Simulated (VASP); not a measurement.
A run of VASP 6.6.1 is set up as follows.

The input INCAR:

```
ALGO = Normal ; EDIFF = 1E-6
ENCUT = 500 ; GGA_COMPAT = False
ISIF = 2 ; ISMEAR = -1
LASPH = True ; LCHARG = True
LELF = True ; LREAL = False
LVHAR = True ; LWAVE = False
NBANDS = 16 ; NELM = 120
PREC = Accurate ; SIGMA = 0.05
```

The input KPOINTS:

```
k-points
0
Gamma
  9 9 5
```

The input POSCAR:

```
Cs
1.0
    5.1525456203      0.0000000000      0.0000000000
   -2.5762728102      4.4622354014      0.0000000000
    0.0000000000      0.0000000000      8.3471239049
Cs
2
Direct
    0.3333333333      0.6666666667      0.2500000000
    0.6666666667      0.3333333333      0.7500000000
```

Potentials or basis: VASP PAW LDA potentials, release 64 (Cs_sv).

The run is started by

```sh
$ cat potpaw_LDA.64/Cs_sv/POTCAR > POTCAR
$ mpirun -np 1 vasp_std > vasp.out
```

(1) What does it give for the band gap on the k mesh?

(2) Predict the pressure.

Results:

(1) zero (bands 9 and 10 overlap by 1.67 eV).

(2) 0.0 GPa.

Caveat: spin-orbit coupling is left out, which moves the levels of the heavy elements.
